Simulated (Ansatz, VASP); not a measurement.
In: VASP beside Ansatz

The input INCAR:

```
SYSTEM = In
ALGO = Fast ; EDIFF = 1E-6
EDIFFG = -0.04 ; ENCUT = 600
GGA = PS ; IBRION = 2
ISIF = 3 ; ISMEAR = 0
LASPH = .True. ; LCHARG = .False.
LREAL = .False. ; LWAVE = .False.
NELM = 80 ; NSW = 90
PREC = Accurate ; SIGMA = 0.1
```

KPOINTS

```
k-points
0
Gamma
  6 6 6
  0 0 0
```

The input POSCAR:

```
In
1.0
    0.0000000000      3.1124791717      3.1124791717
    3.1124791717      0.0000000000      3.1124791717
    3.1124791717      3.1124791717      0.0000000000
In
2
Direct
    0.5000000000      0.5000000000      0.5000000000
    0.7500000000      0.7500000000      0.7500000000
```

Input for Ansatz:

```yaml
crystal:
  lattice:
    - [0.0, 3.1124791717, 3.1124791717]
    - [3.1124791717, 0.0, 3.1124791717]
    - [3.1124791717, 3.1124791717, 0.0]
  atoms:
    - { symbol: In, position: [0.5, 0.5, 0.5] }
    - { symbol: In, position: [0.75, 0.75, 0.75] }
basis:
  ecutwfc: 420
kpoints:
  mp_grid: { grid: [6, 6, 6] }
hamiltonian:
  xc: pbesol
scf:
  occupations: { method: gaussian, width: 0.1 }
  lower_state_search: "off"
output:
  forces: true
  stress: true
  eigenvalues: true
relax:
  adjacent_minimum: "off"
  f_tol: 0.04
  max_steps: 70
  cell: { stress_tol: 0.4 }
```

Alike in both runs: task relaxation of cell and atoms; functional PBEsol; k mesh 6 × 6 × 6; occupations gaussian, width 0.1 eV; no spin polarisation.

```csv
,VASP,Ansatz
version,VASP 6.6.1,Ansatz 0.2.0
potentials or method,"VASP PAW PBE potentials, release 64 (In_d), cutoff 600 eV","scalar-relativistic, plane waves, PAW"
valence electrons in the cell,26,26
```

Ansatz gave:

- gap on the k mesh at the Fermi level, each at its own relaxed structure (eV): none
- relaxed volume (Å³/atom): 35.44
- relaxed cell length with the largest relative difference (Å): 4.645

Which values does VASP return?

gap on the k mesh at the Fermi level, each at its own relaxed structure (eV): none; relaxed volume (Å³/atom): 35.83; relaxed cell length with the largest relative difference (Å): 4.662.

VASP's potentials were made for PBE, not for PBEsol. A gap of «none» marks a metal or a gap that the smearing closes.

Noted on VASP's run: the volume moved by over 15 % at a fixed basis, so the end points are rough.
